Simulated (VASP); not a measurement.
Here is a VASP 6.6.1 calculation.

Contents of INCAR:

```
PREC = Accurate ; ENCUT = 600
EDIFF = 1E-6 ; ISMEAR = -1
SIGMA = 0.02 ; LREAL = F
LASPH = T ; NELM = 120
ALGO = Normal ; ISIF = 2
LWAVE = F ; LCHARG = T
GGA = PE ; LELF = T
LVHAR = T ; NBANDS = 16
GGA_COMPAT = F
```

KPOINTS

```
Automatic mesh
0
Gamma
  6 6 6
```

Contents of POSCAR:

```
CuCl
1.0
    0.0000000000      2.7100000000      2.7100000000
    2.7100000000      0.0000000000      2.7100000000
    2.7100000000      2.7100000000      0.0000000000
Cu Cl
1 1
Direct
    0.0000000000      0.0000000000      0.0000000000
    0.2500000000      0.2500000000      0.2500000000
```

Potentials or basis: VASP PAW PBE potentials, release 64 (Cu, Cl).

The run is started by

```sh
$ cat potpaw_PBE.64/Cu/POTCAR potpaw_PBE.64/Cl/POTCAR > POTCAR
$ mpirun -np 1 vasp_std > vasp.out
```

(1) What does it give for the pressure?

(2) Predict the band gap on the k mesh.

Results:

(1) 0.2 GPa.

(2) 0.54 eV.

Caveat: semilocal functionals underestimate gaps, and a narrow one can read as zero.
